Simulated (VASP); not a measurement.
# Li in VASP: notebook, part 2 of 2

VASP 6.6.1. Earlier steps stand in the parts before.

### 3 Single point, PBE

The input, INCAR:

```
PREC = Accurate ; ENCUT = 750
EDIFF = 1E-6 ; ISMEAR = -1
SIGMA = 0.05 ; LREAL = F
LASPH = T ; NELM = 120
ALGO = Normal ; ISIF = 2
LWAVE = F ; LCHARG = F
GGA = PE ; NBANDS = 8
GGA_COMPAT = F
```

The input, KPOINTS:

```
regular mesh
0
Gamma
  9 9 9
```

The input, POSCAR:

```
Li
1.0
   -1.7546500000      1.7546500000      1.7546500000
    1.7546500000     -1.7546500000      1.7546500000
    1.7546500000      1.7546500000     -1.7546500000
Li
1
Direct
    0.0000000000      0.0000000000      0.0000000000
```

Potentials or basis: VASP PAW PBE potentials, release 64 (Li_sv).

Run with:

```console
> cat potpaw_PBE.64/Li_sv/POTCAR > POTCAR
> mpirun -np 1 vasp_std > vasp.out
```

Run time: 6.4 s. Hardware: 1 thread of Intel Xeon 8259CL, shared host; peak memory 0.14 GiB.

The run converged. Its results:

* Free energy: -1.9065 eV
* Pressure: -0.9 GPa
* Band gap on the k mesh: zero (an odd number of electrons rules out a gap without spin polarisation)

Levels at points of the mesh, in eV from the Fermi level:
| k point | band 1 | band 2 | band 3 | band 4 | band 5 |
| --- | --- | --- | --- | --- | --- |
| (0.00, 0.00, 0.00) | -46.61 | -3.46 | 13.97 | 13.97 | 13.97 |

### 4 Single point, PBE

This run uses another cell than the first one, of 19.91 Å³/atom.

The input, INCAR:

```
SYSTEM = Li
  PREC = Accurate
  ENCUT = 750
  EDIFF = 1E-6
  ISMEAR = -1
  SIGMA = 0.05
  LREAL = .False.
  LASPH = .True.
  NELM = 120
  ALGO = Normal
  ISIF = 2
  LWAVE = .False.
  LCHARG = .False.
  GGA = PE
  NBANDS = 8
  GGA_COMPAT = .False.
```

The input, KPOINTS:

```
regular mesh
0
Gamma
  9 9 9
  0 0 0
```

The input, POSCAR:

```
Li
1.0
   -1.6844640000      1.6844640000      1.7546500000
    1.6844640000     -1.6844640000      1.7546500000
    1.6844640000      1.6844640000     -1.7546500000
Li
1
Direct
    0.0000000000      0.0000000000      0.0000000000
```

Run with:

```console
> cat potpaw_PBE.64/Li_sv/POTCAR > POTCAR
> mpirun -np 1 vasp_std > vasp.out
```

Run time: 11 s. Hardware: 1 thread of Intel Xeon 8259CL, shared host; peak memory 0.15 GiB.

It converged, with:

```yaml
Free_energy: -1.9104 eV
Pressure: 0.1 GPa
Band_gap_on_the_k_mesh: zero (an odd number of electrons rules out a gap without spin polarisation)
```

Stress tensor (GPa, compression positive):
```
0.07 0.00 0.00
0.00 0.07 0.00
0.00 0.00 0.23
```

Levels at points of the mesh, in eV from the Fermi level:
```tsv
k point	band 1	band 2	band 3	band 4	band 5	band 6	band 7
(0.00, 0.00, 0.00)	-46.50	-3.61	14.65	14.83	14.83	19.28	19.28
```

### 5 Single point, PBE

This run uses another cell than the first one, of 20.75 Å³/atom.

The input, INCAR:

```
PREC = Accurate
ENCUT = 750
EDIFF = 1E-6
ISMEAR = -1
SIGMA = 0.05
LREAL = False
LASPH = True
NELM = 120
ALGO = Normal
ISIF = 2
LWAVE = False
LCHARG = False
GGA = PE
NBANDS = 8
GGA_COMPAT = False
```

The input, KPOINTS:

```
Automatic mesh
0
Gamma
  9 9 9
```

The input, POSCAR:

```
Li
1.0
   -1.7195570000      1.7195570000      1.7546500000
    1.7195570000     -1.7195570000      1.7546500000
    1.7195570000      1.7195570000     -1.7546500000
Li
1
Direct
    0.0000000000      0.0000000000      0.0000000000
```

Run with:

```console
> cat potpaw_PBE.64/Li_sv/POTCAR > POTCAR
> mpirun -np 1 vasp_std > vasp.out
```

It took 11 s on 1 thread of Intel Xeon 8259CL, shared host; peak memory 0.15 GiB.

The run converged. Its results:

```
Free energy            : -1.9098 eV
Pressure               : -0.4 GPa
Band gap on the k mesh : zero (an odd number of electrons rules out a gap without spin polarisation)
```

Stress tensor (GPa, compression positive):
```
-0.50  0.00  0.00
 0.00 -0.50  0.00
 0.00  0.00 -0.31
```

Levels at points of the mesh, in eV from the Fermi level:
```csv
k point,band 1,band 2,band 3,band 4,band 5
"(0.00, 0.00, 0.00)",-46.55,-3.53,14.31,14.40,14.40
```

### 6 Single point, PBE

This run uses another cell than the first one, of 21.18 Å³/atom.

The input, INCAR:

```
SYSTEM = Li
PREC = Accurate ; ENCUT = 750
EDIFF = 1E-6 ; ISMEAR = -1
SIGMA = 0.05 ; LREAL = .FALSE.
LASPH = .TRUE. ; NELM = 120
ALGO = Normal ; ISIF = 2
LWAVE = .FALSE. ; LCHARG = .TRUE.
GGA = PE ; LELF = .TRUE.
LVHAR = .TRUE. ; NBANDS = 8
GGA_COMPAT = .FALSE.
```

The input, KPOINTS:

```
Automatic mesh
0
G
  9 9 9
  0 0 0
```

The input, POSCAR:

```
Li
1.0
   -1.7371035000      1.7371035000      1.7546500000
    1.7371035000     -1.7371035000      1.7546500000
    1.7371035000      1.7371035000     -1.7546500000
Li
1
Direct
    0.0000000000      0.0000000000      0.0000000000
```

Potentials or basis: VASP PAW PBE potentials, release 64 (Li_sv).

Run with:

```console
> cat potpaw_PBE.64/Li_sv/POTCAR > POTCAR
> mpirun -np 1 vasp_std > vasp.out
```

OUTCAR:

```text
SYSTEM = Li
   PREC = Accurate
   ENCUT = 750
   EDIFF = 1E-6
   ISMEAR = -1
   LREAL = .FALSE.
   LASPH = .TRUE.
   NELM = 120
   ISIF = 2
   GGA = PE

 ion  position               nearest neighbor table
   1  0.000  0.000  0.000-

  LATTYP: Found a body centered tetragonal cell.
 ALAT       =     3.4742070000
 C/A-ratio  =     1.0101010101

  Lattice vectors:

 A1 = (  -1.7371035000,   1.7371035000,   1.7546500000)
 A2 = (   1.7371035000,  -1.7371035000,   1.7546500000)
[... 443 lines left out ...]

 [... further k-points ...]

------------------------ aborting loop because EDIFF is reached ----------------------------------------

  FORCE on cell =-STRESS in cart. coord.  units (eV):
  Direction    XX          YY          ZZ          XY          YZ          ZX
  --------------------------------------------------------------------------------------
  -------------------------------------------------------------------------------------
  Total       -0.0961724     -0.0961724     -0.0786987      0.0000000      0.0000000      0.0000000
  in kB       -7.2754345     -7.2754345     -5.9535555      0.0000000      0.0000000      0.0000000
  external PRESSURE =      -6.8348082 kB  Pullay stress =       0.0000000 kB

 VOLUME and BASIS-vectors are now :
 -----------------------------------------------------------------------------
  energy-cutoff  :      750.00
  volume of cell :       21.18
      direct lattice vectors                 reciprocal lattice vectors
    -1.737103500  1.737103500  1.754650000     0.000000000  0.287835469  0.284957114
     1.737103500 -1.737103500  1.754650000     0.287835469  0.000000000  0.284957114
     1.737103500  1.737103500 -1.754650000     0.287835469  0.287835469  0.000000000

 POSITION                                       TOTAL-FORCE (eV/Angst)
 -----------------------------------------------------------------------------------
      0.00000      0.00000      0.00000         0.000000      0.000000      0.000000
 -----------------------------------------------------------------------------------
    total drift:                               -0.000000     -0.000000     -0.000000

  FREE ENERGIE OF THE ION-ELECTRON SYSTEM (eV)
  ---------------------------------------------------
  free  energy   TOTEN  =        -1.9084851421 eV

  energy  without entropy=       -1.9034984484  energy(sigma->0) =       -1.90599180
```

OSZICAR:

```text
N       E                     dE             d eps       ncg     rms          rms(c)
DAV:   1     0.281135757451E+00    0.28114E+00   -0.80715E+02  1200   0.304E+02
DAV:   2    -0.184592685496E+01   -0.21271E+01   -0.20612E+01  1712   0.397E+01
DAV:   3    -0.190907048872E+01   -0.63144E-01   -0.63111E-01  1424   0.482E+00
DAV:   4    -0.191013927060E+01   -0.10688E-02   -0.10687E-02  1752   0.599E-01
DAV:   5    -0.191014954449E+01   -0.10274E-04   -0.10274E-04  1448   0.345E-02    0.253E-01
DAV:   6    -0.190908240352E+01    0.10671E-02   -0.26884E-04  1968   0.693E-02    0.143E-01
DAV:   7    -0.190848507509E+01    0.59733E-03   -0.61849E-04  1816   0.990E-02    0.257E-02
DAV:   8    -0.190848514211E+01   -0.67021E-07   -0.60627E-06  1376   0.200E-02
   1 F= -.19084851E+01 E0= -.19059918E+01  d E =-.498669E-02
```

Wall time 11 s (1 thread of Intel Xeon 8259CL, shared host); peak memory 0.15 GiB.

What came out:

| Quantity | Value |
| --- | --- |
| Free energy | -1.9085 eV |
| Pressure | -0.7 GPa |
| Band gap on the k mesh | zero (an odd number of electrons rules out a gap without spin polarisation) |

Levels at points of the mesh, in eV from the Fermi level:
| k point | band 1 | band 2 | band 3 | band 4 | band 5 |
| --- | --- | --- | --- | --- | --- |
| (0.00, 0.00, 0.00) | -46.58 | -3.49 | 14.14 | 14.19 | 14.19 |

### 7 Summary

| task | level | cell | k mesh | cutoff (eV) | grid for exact exchange (PRECFOCK) | share of exact exchange | gap on the mesh (eV) | pressure (GPa) |
| --- | --- | --- | --- | --- | --- | --- | --- | --- |
| relaxation of cell and atoms | PBE0 | relaxed from a = 3.039 Å, angles 109.5°, 1 atom | 6 × 6 × 6 | 600 | Normal | 0.25 | none | -0.1 |
| single point | PBE | a = 3.039 Å, angles 109.5°, 1 atom | 9 × 9 × 9 | 750 | - | - | none | -0.9 |
| single point | PBE | a = 2.959 Å, angles 110.6, 110.6, 107.3°, 1 atom | 9 × 9 × 9 | 750 | - | - | none | 0.1 |
| single point | PBE | a = 2.999 Å, angles 110.0, 110.0, 108.4°, 1 atom | 9 × 9 × 9 | 750 | - | - | none | -0.4 |
| single point | PBE | a = 3.019 Å, angles 109.7, 109.7, 108.9°, 1 atom | 9 × 9 × 9 | 750 | - | - | none | -0.7 |

Alike in all rows: potentials or basis VASP PAW PBE potentials, release 64 (Li_sv); no spin polarisation; smearing fermi-dirac 0.05 eV.

Caveats: some runs use coarse meshes; the cutoff is under 1.25 times the usual one of these potentials, so pressure, stress and relaxed cells hold a basis-set (Pulay) error (at least some runs); the PAW data sets were made with another functional, which shifts forces and pressure a little (at least some runs).

Absolute energies hang on the potentials; compare differences alone.
